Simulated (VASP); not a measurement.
Here is a VASP 6.6.1 calculation.

The input POSCAR:

```
SiNi3
1.0
    3.5420000000      0.0000000000      0.0000000000
    0.0000000000      3.5420000000      0.0000000000
    0.0000000000      0.0000000000      3.5420000000
Ni Si
3 1
Direct
    0.5000000000      0.5000000000      0.0000000000
    0.5000000000      0.0000000000      0.5000000000
    0.0000000000      0.5000000000      0.5000000000
    0.0000000000      0.0000000000      0.0000000000
```

The input INCAR.step1:

```
SYSTEM = SiNi3
PREC = Accurate
ENCUT = 650
ISMEAR = -1
SIGMA = 0.05
LREAL = .FALSE.
LASPH = .TRUE.
NELM = 200
ISPIN = 2
MAGMOM = 1 1 1 0
LMAXMIX = 4
NBANDS = 41
GGA = PE
ALGO = Normal
EDIFF = 1E-5
LWAVE = .TRUE.
LCHARG = .FALSE.
GGA_COMPAT = .FALSE.
```

The input INCAR.step2:

```
SYSTEM = SiNi3
PREC = Accurate
ENCUT = 650
EDIFF = 1E-6
ISMEAR = -1
SIGMA = 0.05
LREAL = .FALSE.
LASPH = .TRUE.
NELM = 200
ALGO = Normal
ISIF = 2
LWAVE = .FALSE.
LCHARG = .FALSE.
ISPIN = 2
MAGMOM = 1 1 1 0
LORBIT = 11
LMAXMIX = 4
METAGGA = R2SCAN
LMIXTAU = .TRUE.
NBANDS = 41
ISTART = 1
GGA_COMPAT = .FALSE.
```

KPOINTS

```
Automatic mesh
0
G
  4 4 4
  0 0 0
```

Potentials or basis: VASP PAW PBE potentials, release 64 (Ni_sv_GW, Si).

The run is started by

```bash
$ cat potpaw_PBE.64/Ni_sv_GW/POTCAR potpaw_PBE.64/Si/POTCAR > POTCAR
$ cp INCAR.step1 INCAR
$ mpirun -np 1 vasp_std > vasp.out
$ cp INCAR.step2 INCAR
$ mpirun -np 1 vasp_std > vasp.out
```

What does it give for the net moment?

0.00 μB per cell.

Predict the pressure.

-16.2 GPa.

Estimate the band gap on the k mesh.

zero (filled and empty bands overlap).

Caveat: the k points lie up to 0.44 Å⁻¹ apart; the PAW data sets were made with another functional, which shifts forces and pressure a little.
